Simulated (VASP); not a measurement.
A run of VASP 6.6.1 is set up as follows.

Contents of POSCAR:

```
CaO
1.0
    2.9032089648      0.0000000000      0.0000000000
    0.0000000000      2.9032089648      0.0000000000
    0.0000000000      0.0000000000      2.9032089648
Ca O
1 1
Direct
    0.0000000000      0.0000000000      0.0000000000
    0.5000000000      0.5000000000      0.5000000000
```

File INCAR.step1:

```
SYSTEM = CaO
PREC     = Accurate       ! precision mode
ENCUT    = 520            ! plane-wave cutoff, eV
EDIFF    = 1E-5           ! SCF threshold, eV
ISMEAR   = 0              ! smearing method
SIGMA    = 0.01           ! smearing width, eV
LREAL    = .False.        ! projectors in reciprocal space
LASPH    = .True.         ! aspherical terms in the spheres
NELM     = 80             ! most SCF steps
ALGO     = Normal         ! electronic algorithm
ISIF     = 2              ! what is computed and relaxed
LWAVE    = .True.         ! write WAVECAR
NBANDS   = 15             ! bands
GGA      = PE             ! functional
```

Contents of INCAR.step2:

```
SYSTEM = CaO
PREC     = Accurate       ! precision mode
ENCUT    = 520            ! plane-wave cutoff, eV
EDIFF    = 1E-6           ! SCF threshold, eV
ISMEAR   = 0              ! smearing method
SIGMA    = 0.01           ! smearing width, eV
LREAL    = .False.        ! projectors in reciprocal space
LASPH    = .True.         ! aspherical terms in the spheres
NELM     = 80             ! most SCF steps
ALGO     = Normal         ! electronic algorithm
ISIF     = 2              ! what is computed and relaxed
LWAVE    = .False.        ! write WAVECAR
LCHARG   = .True.         ! write CHGCAR
GGA      = PE             ! functional
LHFCALC  = .True.         ! exact exchange
AEXX     = 0.15           ! exact-exchange fraction
HFSCREEN = 0.5            ! screening, 1/A
PRECFOCK = Normal       
LELF     = .True.         ! ELF
LVHAR    = .True.       
NBANDS   = 15             ! bands
ISTART   = 1
```

The input KPOINTS:

```
Automatic mesh
0
Gamma
  4 4 4
  0 0 0
```

Potentials or basis: VASP PAW PBE potentials, release 64 (Ca_sv, O).

Launch:

```console
$ cat potpaw_PBE.64/Ca_sv/POTCAR potpaw_PBE.64/O/POTCAR > POTCAR
$ cp INCAR.step1 INCAR
$ mpirun -np 1 vasp_std > vasp.out
$ cp INCAR.step2 INCAR
$ mpirun -np 1 vasp_std > vasp.out
```

Q: Predict the band gap on the k mesh.

A: 3.35 eV (least direct gap 3.67 eV).

Q: Estimate the pressure.

A: 2.8 GPa.

Caveat: the k points lie up to 0.54 Å⁻¹ apart; the structure was generated, so it needn't be the stable form of CaO; the PAW data sets were made with another functional, which shifts forces and pressure a little. A k mesh can miss the band edges.
